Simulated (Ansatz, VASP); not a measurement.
# Two plane-wave programs on Pt

```xyz
8
Lattice="5.1716 0.0000 0.0000 0.0000 5.1716 0.0000 0.0000 0.0000 5.1716" Properties=species:S:1:pos:R:3 pbc="T T T"
Pt    5.1716    0.0000    5.1716
Pt    2.5858    2.5858    2.5858
Pt    1.2929    5.1716    2.5858
Pt    3.8787    5.1716    2.5858
Pt    2.5858    1.2929    0.0000
Pt    2.5858    3.8787    0.0000
Pt    0.0000    2.5858    1.2929
Pt    0.0000    2.5858    3.8787
```

Alike in both runs: functional BLYP; k mesh 5 × 5 × 5; occupations fermi-dirac, width 0.1 eV; no spin polarisation.

Ansatz relaxed the structure, and its values are those at the end. VASP's run is a single point on that final structure, the one shown.

|  | VASP | Ansatz |
| --- | --- | --- |
| version | VASP 6.6.1 | Ansatz 0.2.0 |
| potentials or method | VASP PAW PBE potentials, release 64 (Pt), cutoff 520 eV | plane waves (420 eV) with PAW, scalar-relativistic |
| valence electrons in the cell | 80 | 144 |

```csv
,VASP,Ansatz,Ansatz less VASP
pressure (GPa),0.9,0.0,-0.83
```

VASP's potentials were made for PBE, not for BLYP. VASP's potentials hold 80 valence electrons a cell and Ansatz's 144, so a difference there can come from the potentials and not from the codes.

Neither program's run includes spin-orbit coupling.
